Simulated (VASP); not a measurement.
A run of VASP 6.6.1 is set up as follows.

INCAR

```
SYSTEM = Sc12H
PREC = Accurate
ENCUT = 520
EDIFF = 1E-6
ISMEAR = 0
SIGMA = 0.15
LREAL = .False.
LASPH = .True.
NELM = 100
ALGO = Normal
ISIF = 2
LWAVE = .False.
LCHARG = .False.
GGA = PE
NBANDS = 78
```

KPOINTS

```
regular mesh
0
Gamma
  4 3 4
  0 0 0
```

The input POSCAR:

```
Sc12H
1.0
    6.6200000000      0.0000000000      0.0000000000
   -4.9650000000      8.5996320000      0.0000000000
    0.0000000000      0.0000000000      5.2761400000
Sc H
12 1
Direct
   -0.0003390063      0.0000966320      0.0024027035
    0.1680017518      0.2229745412      0.5025052406
   -0.0001166239      0.3338849848      0.0027711547
    0.1603837113      0.5533960058      0.5007825797
   -0.0005359240      0.6659941960      0.0022421695
    0.1670487408      0.8898164480      0.5023608168
    0.5000274406     -0.0004808345      0.0023932269
    0.6646844492      0.2212666775      0.5025224880
    0.5009358289      0.3341589501      0.0024713143
    0.6693981505      0.5535141504      0.5005974064
    0.5001614166      0.6669809824     -0.0121143487
    0.6709518973      0.8946563062      0.5010886747
    0.5005044444      0.6676399641      0.5478110892
```

Potentials or basis: VASP PAW PBE potentials, release 64 (Sc_sv, H).

Command:

```console
$ cat potpaw_PBE.64/Sc_sv/POTCAR potpaw_PBE.64/H/POTCAR > POTCAR
$ mpirun -np 1 vasp_std > vasp.out
```

Problem. What does it give for the largest force?

Solution. 0.309 eV/Å.

Problem. Estimate the pressure.

Solution. -0.4 GPa.

Stress tensor (GPa, compression positive):
```
 0.51 -0.02  0.00
-0.02  0.44  0.01
 0.00  0.01 -2.00
```
